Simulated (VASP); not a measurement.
# LiCl (I-4m2) in VASP: settings compared

Aim: see how the results for LiCl move with the level of theory and the settings. Levels: r2SCAN, HSE06, PBE. Tasks: single point.

Everything below comes from runs of VASP 6.6.1. Logs are shortened: lines on timing, memory, paths and dates and some standing lists are left out, and cuts for length are marked.

### 1 The cell of the first run

It takes space group I-4m2 (No. 119, tetragonal). The conventional cell has a = 3.962 Å, b = 3.962 Å, c = 5.264 Å, α = 90.00°, β = 90.00°, γ = 90.00°. Within 3.1 Å of Li (site symmetry -4m2) lie 4 Cl at 2.38 Å. Within 3.1 Å of Cl (site symmetry -4m2) lie 4 Li at 2.38 Å.

### 2 Single point, r2SCAN (epitaxial xy strain +2.5%)

File POSCAR:

```
LiCl
1.0
    0.0000000000      2.8013686002      2.6319369426
    2.8013686002      0.0000000000      2.6319369426
    2.8013686002      2.8013686002      0.0000000000
Li Cl
1 1
Direct
    0.0000000000      0.0000000000      0.0000000000
    0.2500000000      0.2500000000      0.2500000000
```

File INCAR.step1:

```
SYSTEM = LiCl
  PREC = Accurate
  ENCUT = 520
  ISMEAR = 0
  SIGMA = 0.01
  LREAL = .FALSE.
  LASPH = .TRUE.
  NELM = 100
  NBANDS = 12
  GGA = PE
  ALGO = Normal
  EDIFF = 1E-4
  LWAVE = .TRUE.
  LCHARG = .FALSE.
```

File INCAR.step2:

```
SYSTEM = LiCl
  PREC = Accurate
  ENCUT = 520
  EDIFF = 1E-6
  ISMEAR = 0
  SIGMA = 0.01
  LREAL = .FALSE.
  LASPH = .TRUE.
  NELM = 100
  ALGO = Normal
  ISIF = 2
  LWAVE = .FALSE.
  LCHARG = .FALSE.
  METAGGA = R2SCAN
  LMIXTAU = .TRUE.
  NBANDS = 12
  ISTART = 1
```

File KPOINTS:

```
regular mesh
0
G
  8 8 8
  0 0 0
```

Potentials or basis: VASP PAW PBE potentials, release 64 (Li_sv, Cl).

The run is started by

```bash
> cat potpaw_PBE.64/Li_sv/POTCAR potpaw_PBE.64/Cl/POTCAR > POTCAR
> cp INCAR.step1 INCAR
> mpirun -np 1 vasp_std > vasp.out
> cp INCAR.step2 INCAR
> mpirun -np 1 vasp_std > vasp.out
```

OUTCAR:

```text
SYSTEM = LiCl
   PREC = Accurate
   ENCUT = 520
   EDIFF = 1E-6
   ISMEAR = 0
   LREAL = .FALSE.
   LASPH = .TRUE.
   NELM = 100
   ISIF = 2
   METAGGA = R2SCAN
   ISTART = 1

 ion  position               nearest neighbor table
   1  0.000  0.000  0.000-   2 2.38   2 2.38   2 2.38   2 2.38
   2  0.250  0.250  0.250-   1 2.38   1 2.38   1 2.38   1 2.38

  LATTYP: Found a body centered tetragonal cell.
 ALAT       =     3.9617334676
 C/A-ratio  =     1.3286794602

  Lattice vectors:

 A1 = (   0.0000000000,  -2.8013686002,  -2.6319369426)
 A2 = (   0.0000000000,   2.8013686002,  -2.6319369426)
 A3 = (   2.8013686002,   0.0000000000,   2.6319369426)

Analysis of symmetry for initial positions (statically):
=====================================================================
 Subroutine PRICEL returns:
 Original cell was already a primitive cell.

 Routine SETGRP: Setting up the symmetry group for a
 body centered tetragonal supercell.

 Subroutine GETGRP returns: Found  8 space group operations
 (whereof  8 operations were pure point group operations)
 out of a pool of 16 trial point group operations.

The static configuration has the point symmetry D_2d.

Analysis of symmetry for dynamics (positions and initial velocities):
=====================================================================
 Subroutine PRICEL returns:
 Original cell was already a primitive cell.

 Routine SETGRP: Setting up the symmetry group for a
 body centered tetragonal supercell.

 Subroutine GETGRP returns: Found  8 space group operations
 (whereof  8 operations were pure point group operations)
 out of a pool of 16 trial point group operations.

The dynamic configuration has the point symmetry D_2d.

 Subroutine INISYM returns: Found  8 space group operations
 (whereof  8 operations are pure point group operations),
 and found     1 'primitive' translations

----------------------------------------------------------------------------------------

                                     Primitive cell

  volume of cell :      41.3091

  direct lattice vectors                    reciprocal lattice vectors
     0.000000000  2.801368600  2.631936943    -0.178484188  0.178484188  0.189974156
     2.801368600  0.000000000  2.631936943     0.178484188 -0.178484188  0.189974156
     2.801368600  2.801368600  0.000000000     0.178484188  0.178484188 -0.189974156

  length of vectors
     3.843794753  3.843794753  3.961733468     0.315916747  0.315916747  0.315916747

  position of ions in fractional coordinates (direct lattice)
     0.000000000  0.000000000  0.000000000
     0.250000000  0.250000000  0.250000000

  ion indices of the primitive-cell ions
   primitive index   ion index
                 1           1
                 2           2

----------------------------------------------------------------------------------------

 KPOINTS: regular mesh

Automatic generation of k-mesh.
 Grid dimensions read from file:
 generate k-points for:    8    8    8

 Generating k-lattice:

  Cartesian coordinates                     Fractional coordinates (reciprocal lattice)
    -0.022310524  0.022310524  0.023746770     0.125000000  0.000000000  0.000000000
     0.022310524 -0.022310524  0.023746770     0.000000000  0.125000000  0.000000000
     0.022310524  0.022310524 -0.023746770     0.000000000  0.000000000  0.125000000

  Length of vectors
     0.039489593  0.039489593  0.039489593

  Shift w.r.t. Gamma in fractional coordinates (k-lattice)
     0.000000000  0.000000000  0.000000000

 Subroutine IBZKPT returns following result:
 ===========================================

 Found     59 irreducible k-points:

 Following reciprocal coordinates:
            Coordinates               Weight
  0.000000  0.000000  0.000000      1.000000
  0.125000  0.000000  0.000000      8.000000
  0.250000  0.000000  0.000000      8.000000
  0.375000 -0.000000  0.000000      8.000000
  0.500000  0.000000  0.000000      4.000000
  0.125000  0.125000  0.000000      2.000000
[... 16 lines left out ...]
  0.250000 -0.000000  0.125000     16.000000
  0.375000 -0.000000  0.125000     16.000000
 [... further k-points ...]
   k-points           NKPTS =     59   k-points in BZ     NKDIM =     59   number of bands    NBANDS=     12
   number of dos      NEDOS =    301   number of ions     NIONS =      2
   total plane-waves  NPLWV =  27000
   dimension x,y,z NGX =    30 NGY =   30 NGZ =   30
   dimension x,y,z NGXF=    60 NGYF=   60 NGZF=   60
   ions per type =               1   1
   NGX,Y,Z   is equivalent  to a cutoff of  12.98, 12.98, 12.59 a.u.
   NGXF,Y,Z  is equivalent  to a cutoff of  25.95, 25.95, 25.18 a.u.
 SYSTEM =  LiCl
   PREC   = accura    normal or accurate (medium, high low for compatibility)
   ISTART =      1    job   : 0-new  1-cont  2-samecut
   ICHARG =      0    charge: 1-file 2-atom 10-const
   ISPIN  =      1    spin polarized calculation?
   LNONCOLLINEAR =      F non collinear calculations
   LSORBIT =      F    spin-orbit coupling
   LASPH  =      T    aspherical Exc in radial PAW
   ENCUT  =  520.0 eV  38.22 Ry    6.18 a.u.   7.15  7.15  7.37*2*pi/ulx,y,z
   NELM   =    100;   NELMIN=  2; NELMDL=  0     # of ELM steps
   EDIFF  = 0.1E-05   stopping-criterion for ELM
   LREAL  =      F    real-space projection
   EDIFFG = 0.1E-04   stopping-criterion for IOM
   NSW    =      0    number of steps for IOM
   IBRION =     -1    ionic relax: 0-MD 1-quasi-New 2-CG
   NFREE  =      0    steps in history (QN), initial steepest desc. (CG)
   ISIF   =      2    stress and relaxation
   ISYM   =      2    0-nonsym 1-usesym 2-fastsym
   POTIM  = 0.5000    time-step for ionic-motion
   TEBEG  =    0.0;   TEEND  =   0.0 temperature during run
   PSTRESS=    0.0 pullay stress
   NELECT =      10.0000    total number of electrons
   NUPDOWN=      -1.0000    fix difference up-down
   EMIN   =  10.00;   EMAX   =-10.00  energy-range for DOS
   EFERMI =   0.00;   METHOD = LEGACY
   ISMEAR =     0;   SIGMA  =   0.01  broadening in eV -4-tet -1-fermi 0-gaus
   EFERMI_NEDOS =   21; number of points for ismear=-14 and -15
   IALGO  =     38    algorithm
   IMIX   =      4    mixing-type and parameters
     AMIX     =   0.40;   BMIX     =  1.00
     AMIX_MAG =   1.60;   BMIX_MAG =  1.00
  volume/ion in A,a.u.               =      20.65       139.38
  Fermi-wavevector in a.u.,A,eV,Ry     =   1.020296  1.928080 14.163717  1.041004
  Thomas-Fermi vector in A             =   2.153858
   LORBIT       =      0    0 simple, 1 ext, 2 COOP (PROOUT), +10 PAW based schemes
   METAGGA = R2SCAN    functional components
   LHFCALC =     F    Hartree Fock is set to
   AEXX    =    0.0000 exact exchange contribution
   IVDW    =     0    specifies the selected vdW correction
   LEPSILON=     F    determine dielectric tensor
   LRPA    =     F    only Hartree local field effects (RPA)
 non-spin polarized calculation
 Gauss-broadening in eV      SIGMA  =   0.01
  energy-cutoff  :      520.00
  volume of cell :       41.31
 maximum number of plane-waves:      1138
 NGX is ok and might be reduce to    30
   NGX = 15   NGY = 15   NGZ = 15

 number of electron      10.0000008 magnetization

 Free energy of the ion-electron system (eV)
  ---------------------------------------------------
  ext. energy  EPLUGINS =         0.00000000
  ---------------------------------------------------
  free energy    TOTEN  =       -12.57363252 eV

  energy without entropy =      -12.57363252  energy(sigma->0) =      -12.57363252

 E-fermi :  -1.3161     XC(G=0):  -8.1106

 val. band max:       -1.5541762632   @ k =   0.0000   0.0000   0.0000
 cond. band min:       5.0994518569   @ k =   0.0000   0.0000   0.0000
 fundamental gap:      6.6536281201
 Fermi energy:        -1.3161104505

 k-point     1 :       0.0000    0.0000    0.0000
  band No.  band energies     occupation
      1     -45.7938      2.00000
      2     -14.8931      2.00000
      3      -1.6536      2.00000
      4      -1.6536      2.00000
      5      -1.5542      2.00000
      6       5.0995      0.00000
      7       9.4122      0.00000
      8       9.4124      0.00000
      9       9.4822      0.00000
     10      13.1611      0.00000
     11      14.0559      0.00000
     12      16.5094      0.00000

 k-point     2 :       0.1250    0.0000    0.0000
  band No.  band energies     occupation
      1     -45.7936      2.00000
      2     -14.8525      2.00000
      3      -1.9835      2.00000
      4      -1.7105      2.00000
      5      -1.6186      2.00000
      6       5.5043      0.00000
      7       9.5022      0.00000
      8       9.5618      0.00000
      9       9.6822      0.00000
     10      12.7539      0.00000
     11      13.4431      0.00000
     12      15.9860      0.00000

 k-point     3 :       0.2500    0.0000    0.0000
  band No.  band energies     occupation
      1     -45.7930      2.00000
      2     -14.7510      2.00000
      3      -2.7328      2.00000
      4      -1.8418      2.00000
      5      -1.6998      2.00000
      6       6.3846      0.00000
      7       9.5854      0.00000
      8       9.6256      0.00000
      9      10.0628      0.00000
     10      12.8586      0.00000
     11      13.1109      0.00000
     12      15.4316      0.00000
[... 286 lines left out ...]
 k-point    23 :       0.2500   -0.0000    0.1250
  band No.  band energies     occupation
      1     -45.7930      2.00000
      2     -14.7638      2.00000
      3      -2.5065      2.00000
      4      -1.8829      2.00000
      5      -1.8063      2.00000
      6       6.2189      0.00000
      7       9.5845      0.00000
      8       9.7351      0.00000
      9      10.2512      0.00000
     10      11.5674      0.00000
     11      14.0057      0.00000
     12      16.6587      0.00000

 k-point    24 :       0.3750   -0.0000    0.1250
  band No.  band energies     occupation
      1     -45.7925      2.00000
      2     -14.6586      2.00000
      3      -3.1455      2.00000
      4      -2.0281      2.00000
      5      -1.9009      2.00000
      6       7.0647      0.00000
      7       9.0260      0.00000
      8       9.9417      0.00000
      9      10.4334      0.00000
     10      12.7930      0.00000
     11      14.6350      0.00000
     12      16.1857      0.00000

 [... further k-points ...]
[... 5 lines left out ...]
  --------------------------------------------------------------------------------------
  -------------------------------------------------------------------------------------
  Total       -0.2091442     -0.2091442     -0.0856630      0.0000000      0.0000000     -0.0000000
  in kB       -8.1116716     -8.1116716     -3.3224459      0.0000000      0.0000000     -0.0000000
  external PRESSURE =      -6.5152630 kB  Pullay stress =       0.0000000 kB

 VOLUME and BASIS-vectors are now :
 -----------------------------------------------------------------------------
  energy-cutoff  :      520.00
  volume of cell :       41.31
      direct lattice vectors                 reciprocal lattice vectors
     0.000000000  2.801368600  2.631936943    -0.178484188  0.178484188  0.189974156
     2.801368600  0.000000000  2.631936943     0.178484188 -0.178484188  0.189974156
     2.801368600  2.801368600  0.000000000     0.178484188  0.178484188 -0.189974156

 POSITION                                       TOTAL-FORCE (eV/Angst)
 -----------------------------------------------------------------------------------
      0.00000      0.00000      0.00000         0.000000      0.000000      0.000000
      1.40068      1.40068      1.31597        -0.000000     -0.000000     -0.000000
 -----------------------------------------------------------------------------------
    total drift:                                0.000000      0.000000     -0.000000

  FREE ENERGIE OF THE ION-ELECTRON SYSTEM (eV)
  ---------------------------------------------------
  free  energy   TOTEN  =       -12.5736325247 eV

  energy  without entropy=      -12.5736325247  energy(sigma->0) =      -12.57363252
```

Wall time 2.5 min (1 thread of Intel Xeon Platinum 8488C (Sapphire Rapids), shared host); peak memory 0.17 GiB.

What came out:

| Property | Result |
| --- | --- |
| Free energy | -12.5736 eV |
| Band gap on the k mesh | 6.65 eV, direct |

Caveat: the cell differs from its parent crystal (epitaxial xy strain +2.5%); the cutoff is under 1.25 times the usual one of these potentials, so pressure, stress and relaxed cells hold a basis-set (Pulay) error; the PAW data sets were made with another functional, which shifts forces and pressure a little. A k mesh can miss the band edges.

### 3 Single point, HSE06 (epitaxial xy strain +2.5%)

POSCAR is that of step 2.

File INCAR.step1:

```
SYSTEM = LiCl
ALGO = Normal
EDIFF = 1E-5
ENCUT = 520
GGA = PE
ISIF = 2
ISMEAR = 0
LASPH = .True.
LCHARG = .False.
LREAL = .False.
LWAVE = .True.
NBANDS = 12
NELM = 60
PREC = Accurate
SIGMA = 0.01
```

File INCAR.step2:

```
SYSTEM = LiCl
ALGO = Normal
EDIFF = 1E-6
ENCUT = 520
GGA = PE
HFSCREEN = 0.2079
ISIF = 2
ISMEAR = 0
ISTART = 1
LASPH = .True.
LCHARG = .False.
LHFCALC = .True.
LREAL = .False.
LWAVE = .False.
NBANDS = 12
NELM = 60
PREC = Accurate
PRECFOCK = Normal
SIGMA = 0.01
```

File KPOINTS:

```
k-points
0
Gamma
  6 6 6
  0 0 0
```

Potentials or basis: VASP PAW PBE potentials, release 64 (Li_sv, Cl).

The run is started by

```bash
> cat potpaw_PBE.64/Li_sv/POTCAR potpaw_PBE.64/Cl/POTCAR > POTCAR
> cp INCAR.step1 INCAR
> mpirun -np 1 vasp_std > vasp.out
> cp INCAR.step2 INCAR
> mpirun -np 1 vasp_std > vasp.out
```

It took 37 min on 1 thread of AMD EPYC 9R45, shared host; peak memory 0.26 GiB.

The run converged. Its results:

```
Free energy            : -8.4910 eV
Band gap on the k mesh : 7.27 eV, direct
```

Levels at points of the mesh, in eV from the valence-band top:
| k point | band 1 | band 2 | band 3 | band 4 | band 5 | band 6 | band 7 | band 8 | band 9 | band 10 |
| --- | --- | --- | --- | --- | --- | --- | --- | --- | --- | --- |
| (0.00, 0.00, 0.00) | -45.65 | -13.98 | -0.10 | -0.10 | 0.00 | 7.27 | 11.63 | 11.63 | 11.72 | 15.61 |
| (0.50, 0.00, 0.00) | -45.65 | -13.66 | -2.20 | -0.48 | -0.26 | 9.65 | 11.50 | 12.09 | 12.15 | 17.37 |
| (0.50, 0.50, 0.00) | -45.65 | -13.51 | -1.72 | -1.10 | -1.10 | 7.82 | 10.79 | 15.37 | 15.37 | 15.55 |
| (0.50, 0.00, 0.50) | -45.65 | -13.58 | -1.86 | -0.90 | -0.83 | 7.92 | 11.11 | 14.74 | 15.25 | 15.77 |

Caveat: the cell differs from its parent crystal (epitaxial xy strain +2.5%); the cutoff is under 1.25 times the usual one of these potentials, so pressure, stress and relaxed cells hold a basis-set (Pulay) error; the PAW data sets were made with another functional, which shifts forces and pressure a little.

### 4 Single point, PBE (epitaxial xy strain +2.5%)

File INCAR:

```
SYSTEM = LiCl
PREC = Accurate ; ENCUT = 750
EDIFF = 1E-6 ; ISMEAR = 0
SIGMA = 0.01 ; LREAL = .False.
LASPH = .True. ; NELM = 120
ALGO = Normal ; ISIF = 2
LWAVE = .False. ; LCHARG = .True.
GGA = PE ; LELF = .True.
LVHAR = .True. ; NBANDS = 12
GGA_COMPAT = .False.
```

File KPOINTS:

```
Automatic mesh
0
Gamma
  4 4 4
  0 0 0
```

POSCAR is that of step 3.

The run is started by

```bash
> cat potpaw_PBE.64/Li_sv/POTCAR potpaw_PBE.64/Cl/POTCAR > POTCAR
> mpirun -np 1 vasp_std > vasp.out
```

It took 14 s on 1 thread of Intel Xeon 6975P-C (Granite Rapids), shared host; peak memory 0.19 GiB.

It converged, with:

```yaml
Free_energy: -7.4212 eV
Pressure: 0.3 GPa
Band_gap_on_the_k_mesh: 5.94 eV, direct
```

Stress tensor (GPa, compression positive):
```
0.13 0.00 0.00
0.00 0.13 0.00
0.00 0.00 0.63
```

Levels at points of the mesh, in eV from the valence-band top:
```
           k point  band 2  band 3  band 4  band 5  band 6  band 7  band 8  band 9
(0.00, 0.00, 0.00)  -12.77   -0.10   -0.10    0.00    5.94   10.09   10.09   10.17
(0.50, 0.00, 0.00)  -12.48   -2.06   -0.45   -0.25    8.23   10.00   10.59   10.64
(0.50, 0.50, 0.00)  -12.35   -1.59   -1.03   -1.03    6.53    9.37   13.66   13.66
(0.50, 0.00, 0.50)  -12.42   -1.73   -0.85   -0.78    6.62    9.68   13.05   13.56
```

Caveat: the k points lie up to 0.50 Å⁻¹ apart; the cell differs from its parent crystal (epitaxial xy strain +2.5%).

### 5 The runs side by side

| level | k mesh | cutoff (eV) | grid for exact exchange (PRECFOCK) | screening parameter | gap on the mesh (eV) |
| --- | --- | --- | --- | --- | --- |
| r2SCAN | 8 × 8 × 8 | 520 | - | - | 6.65 |
| HSE06 | 6 × 6 × 6 | 520 | Normal | 0.2079 1/Å | 7.27 |
| PBE | 4 × 4 × 4 | 750 | - | - | 5.94 |

Alike in all rows: task single point; potentials or basis VASP PAW PBE potentials, release 64 (Li_sv, Cl); no spin polarisation; cell as given; smearing gaussian 0.01 eV.

Caveats: some runs use coarse meshes; the cutoff is under 1.25 times the usual one of these potentials, so pressure, stress and relaxed cells hold a basis-set (Pulay) error (some runs); the PAW data sets were made with another functional, which shifts forces and pressure a little (some runs).

Total energies depend on the potentials used, so only differences within one code and one set of settings carry meaning.
